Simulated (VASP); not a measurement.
Wanted: the native input for a VASP 6.6.1 run.

```yaml
Task: single point
Functional: PBE
Potentials_or_basis: VASP PAW PBE potentials, release 64 (K_sv, Mg, F)
Cutoff: 520 eV
k_mesh: 6 × 6 × 6
Occupations: gaussian, width 0.05 eV
Spin: no spin polarisation
Dipole_correction: no
Further_INCAR_settings: ALGO = Normal; EDIFF = 1e-06; NBANDS = 24
```

The structure of KMgF3 lies in POSCAR:

```
KMgF3
1.0
    3.9882139495     -0.0952815619     -0.0952815619
   -0.0952815619      3.9882139495     -0.0952815619
   -0.0952815619     -0.0952815619      3.9882139495
K Mg F
1 1 3
Direct
    0.5000000000      0.5000000000      0.5000000000
    0.0000000000      0.0000000000      0.0000000000
    0.5000000000      0.0000000000      0.0000000000
    0.0000000000      0.5000000000      0.0000000000
    0.0000000000      0.0000000000      0.5000000000
```

This cell differs from its parent crystal: ratio of the length along [111] to the lengths across it x 0.93, volume and fractional coordinates fixed.

These files were run (other wordings do the same):

INCAR

```
SYSTEM = KMgF3
ALGO     = Normal         ! electronic algorithm
EDIFF    = 1E-6           ! SCF threshold, eV
ENCUT    = 520            ! plane-wave cutoff, eV
GGA      = PE             ! functional
ISIF     = 2              ! what is computed and relaxed
ISMEAR   = 0              ! smearing method
LASPH    = .TRUE.         ! aspherical terms in the spheres
LCHARG   = .TRUE.         ! write CHGCAR
LELF     = .TRUE.         ! ELF
LREAL    = .FALSE.        ! projectors in reciprocal space
LVHAR    = .TRUE.       
LWAVE    = .FALSE.        ! write WAVECAR
NBANDS   = 24             ! bands
NELM     = 80             ! most SCF steps
PREC     = Accurate       ! precision mode
SIGMA    = 0.05           ! smearing width, eV
```

KPOINTS

```
k-points
0
G
  6 6 6
  0 0 0
```

Potentials or basis: VASP PAW PBE potentials, release 64 (K_sv, Mg, F).

The run is started by

```bash
$ cat potpaw_PBE.64/K_sv/POTCAR potpaw_PBE.64/Mg/POTCAR potpaw_PBE.64/F/POTCAR > POTCAR
$ mpirun -np 1 vasp_std > vasp.out
```

Results of the run:

```json
{
 "Pressure": "3.5 GPa",
 "Band gap on the k mesh": "7.23 eV, indirect (least direct gap 7.43 eV)"
}
```

Run time: 35 s on 1 thread of Intel(R) Xeon(R) Platinum 8259CL CPU @ 2.50GHz (Skylake/Cascade Lake), on a shared host, peak memory 0.19 GiB.
